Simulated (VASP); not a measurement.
Set up this calculation in VASP 6.6.1, as the native input.

```yaml
Task: relaxation of cell and atoms
Functional: PBEsol
Potentials_or_basis: VASP PAW PBE potentials, release 64 (V_sv)
Cutoff: 600 eV
k_mesh: 12 × 12 × 12
Occupations: fermi-dirac, width 0.05 eV
Spin: collinear spin, ferromagnetic start
Starting_moments: "[2.0] μB"
Dipole_correction: no
Further_INCAR_settings: ALGO = Normal; EDIFF = 1e-07; IBRION = 2; EDIFFG = -0.01; NSW = 80; ISIF = 3
```

The structure of V lies in POSCAR:

```
V
1.0
   -1.5143500000      1.5143500000      1.5143500000
    1.5143500000     -1.5143500000      1.5143500000
    1.5143500000      1.5143500000     -1.5143500000
V
1
Direct
    0.0000000000      0.0000000000      0.0000000000
```

One way to write it, as run:

INCAR

```
SYSTEM = V
PREC     = Accurate       ! precision mode
ENCUT    = 600            ! plane-wave cutoff, eV
EDIFF    = 1E-7           ! SCF threshold, eV
ISMEAR   = -1             ! smearing method
SIGMA    = 0.05           ! smearing width, eV
LREAL    = .False.        ! projectors in reciprocal space
LASPH    = .True.         ! aspherical terms in the spheres
NELM     = 150            ! most SCF steps
ALGO     = Normal         ! electronic algorithm
ISIF     = 3              ! what is computed and relaxed
LWAVE    = .False.        ! write WAVECAR
LCHARG   = .False.        ! write CHGCAR
ISPIN    = 2              ! spin polarisation
MAGMOM   = 2              ! initial moments
LORBIT   = 11             ! projections on sites
LMAXMIX  = 4              ! l up to which the mixer works
GGA      = PS             ! functional
IBRION   = 2              ! ionic algorithm
NSW      = 80             ! ionic steps
EDIFFG   = -0.01          ! ionic threshold
```

KPOINTS

```
Automatic mesh
0
Gamma
  12 12 12
  0 0 0
```

Potentials or basis: VASP PAW PBE potentials, release 64 (V_sv).

Command:

```bash
$ cat potpaw_PBE.64/V_sv/POTCAR > POTCAR
$ mpirun -np 1 vasp_std > vasp.out
```

It gave:

* Relaxed volume: 12.94 Å³/atom
* Relaxed cell: a = 2.562 Å, b = 2.562 Å, c = 2.562 Å, α = 109.47°, β = 109.47°, γ = 109.47°
* Space group after relaxing (to 0.05 Å): Im-3m (No. 229)
* Energy gained by relaxing: 37.1 meV/atom
* Ionic steps: 4
* Pressure after relaxing: 0.0 GPa
* Net moment: 0.00 μB per cell
* Valence electrons inside the program's atomic spheres: V 11.73

Caveat: the PAW data sets were made with another functional, which shifts forces and pressure a little.

It took 54 s on 1 thread of Intel(R) Xeon(R) Platinum 8259CL CPU @ 2.50GHz (Skylake/Cascade Lake), on a shared host, peak memory 0.17 GiB.
